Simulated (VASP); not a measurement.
MgO, 8 atoms in the cell. The typed cell holds 8 atoms: a = 3.255 Å, b = 3.255 Å, c = 10.415 Å, α = 90.00°, β = 90.00°, γ = 120.00°.  This cell differs from its parent crystal: atom 6 (O) moved by -0.260 Å along [1 0 0] and -0.520 Å along [0 0 1].

| Item | Value |
| --- | --- |
| Program | VASP 6.6.1 |
| Task | single point |
| Functional | PBEsol |
| Potentials or basis | VASP PAW PBE potentials, release 64 (Mg, O) |
| Cutoff | 520 eV |
| k mesh | 9 × 9 × 4 |
| Occupations | gaussian, width 0.05 eV |
| Spin | no spin polarisation |
| Dipole correction | no |
| Further INCAR settings | ALGO = Normal; EDIFF = 1e-06; NBANDS = 26 |

Potentials or basis: VASP PAW PBE potentials, release 64 (Mg, O).

Command:

```sh
$ cat potpaw_PBE.64/Mg/POTCAR potpaw_PBE.64/O/POTCAR > POTCAR
$ mpirun -np 1 vasp_std > vasp.out
```

Hardware: 1 thread of Oxide Virtual Turin-like Processor, on a shared host.

How long does it take, and how much memory?

It took 6.5 min on 1 thread of Oxide Virtual Turin-like Processor, with other jobs on the host, peak memory 0.39 GiB. Counts: scf iterations 15, k points 163.
